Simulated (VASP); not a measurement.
# Al3Cu2: density of states with LDA

Al3Cu2:

```
CELL_PARAMETERS angstrom
4.08529 0.00000 0.00000
-2.04265 3.53797 0.00000
0.00000 0.00000 5.01632
ATOMIC_POSITIONS crystal
Al 0.00000 0.00000 0.00000
Al 0.33333 0.66667 0.35030
Al 0.66667 0.33333 0.64970
Cu 0.33333 0.66667 0.84083
Cu 0.66667 0.33333 0.15917
```

* Program: VASP 6.6.1
* Task: density of states
* Functional: LDA
* Potentials or basis: VASP PAW LDA potentials, release 64 (Al, Cu)
* Cutoff: 520 eV
* k mesh: 7 × 7 × 5
* Occupations: gaussian, width 0.15 eV
* Spin: no spin polarisation
* Dipole correction: no
* k mesh for the DOS: 11 × 11 × 8
* Occupations for the DOS: tetrahedron
* Further INCAR settings: ALGO = Normal; EDIFF = 1e-06; NBANDS = 24

```
Valence electrons inside the program's atomic spheres : Al 0.80, 0.79; Cu 10.17
```

Levels at points of the mesh, in eV from the Fermi level:
| k point | band 11 | band 12 | band 13 | band 14 | band 15 | band 16 | band 17 | band 18 | band 19 | band 20 |
| --- | --- | --- | --- | --- | --- | --- | --- | --- | --- | --- |
| (0.00, 0.00, 0.00) | -4.12 | -3.67 | -3.62 | -0.06 | -0.06 | 1.46 | 1.47 | 2.58 | 2.97 | 5.33 |
| (0.00, 0.00, 0.50) | -4.16 | -4.16 | 1.29 | 1.29 | 1.45 | 1.45 | 1.82 | 2.44 | 2.51 | 2.51 |

Run time: 110 s on 1 thread of Intel Xeon 6975P-C (shared host), peak memory 0.27 GiB.
